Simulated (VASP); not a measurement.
A run of VASP 6.6.1 is set up as follows.

File POSCAR:

```
ZnS
1.0
    0.0000000000      2.7079894907      2.7079894907
    2.7079894907      0.0000000000      2.7079894907
    2.7079894907      2.7079894907      0.0000000000
Zn S
1 1
Direct
    0.7500000000      0.7500000000      0.7500000000
    0.0000000000      0.0000000000      0.0000000000
```

The input INCAR.step1:

```
SYSTEM = ZnS
PREC = Accurate
ENCUT = 520
ISMEAR = 0
SIGMA = 0.01
LREAL = .FALSE.
LASPH = .TRUE.
NELM = 100
NBANDS = 16
GGA = PE
ALGO = Normal
EDIFF = 1E-4
LWAVE = .TRUE.
LCHARG = .FALSE.
```

The input INCAR.step2:

```
SYSTEM = ZnS
PREC = Accurate
ENCUT = 520
EDIFF = 1E-6
ISMEAR = 0
SIGMA = 0.01
LREAL = .FALSE.
LASPH = .TRUE.
NELM = 100
ALGO = Normal
ISIF = 2
LWAVE = .FALSE.
LCHARG = .FALSE.
METAGGA = R2SCAN
LMIXTAU = .TRUE.
NBANDS = 16
ISTART = 1
```

The input KPOINTS:

```
regular mesh
0
G
  8 8 8
  0 0 0
```

Potentials or basis: VASP PAW PBE potentials, release 64 (Zn, S).

Command:

```console
$ cat potpaw_PBE.64/Zn/POTCAR potpaw_PBE.64/S/POTCAR > POTCAR
$ cp INCAR.step1 INCAR
$ mpirun -np 1 vasp_std > vasp.out
$ cp INCAR.step2 INCAR
$ mpirun -np 1 vasp_std > vasp.out
```

Question: Estimate the band gap on the k mesh.

Answer: 2.64 eV, direct.

Question: Predict the pressure.

Answer: -1.1 GPa.

Caveat: the PAW data sets were made with another functional, which shifts forces and pressure a little.

**Experimental background.**

“Electronic, vibrational, and thermodynamic properties of ZnS (zincblende and rocksalt structure)”, 2009, arxiv:0911.5022 quotes, for a bulk crystal of ZnS at 19 K: band gap 3.85 eV (direct).

Against the measured gap of ZnS, 3.85 eV (direct; 19 K; quoted in “Electronic, vibrational, and thermodynamic properties of ZnS (zincblende and rocksalt structure)”, 2009, arxiv:0911.5022), the calculated 2.64 eV is off by -1.21 eV. The value is that of r2SCAN, without temperature or zero-point motion.
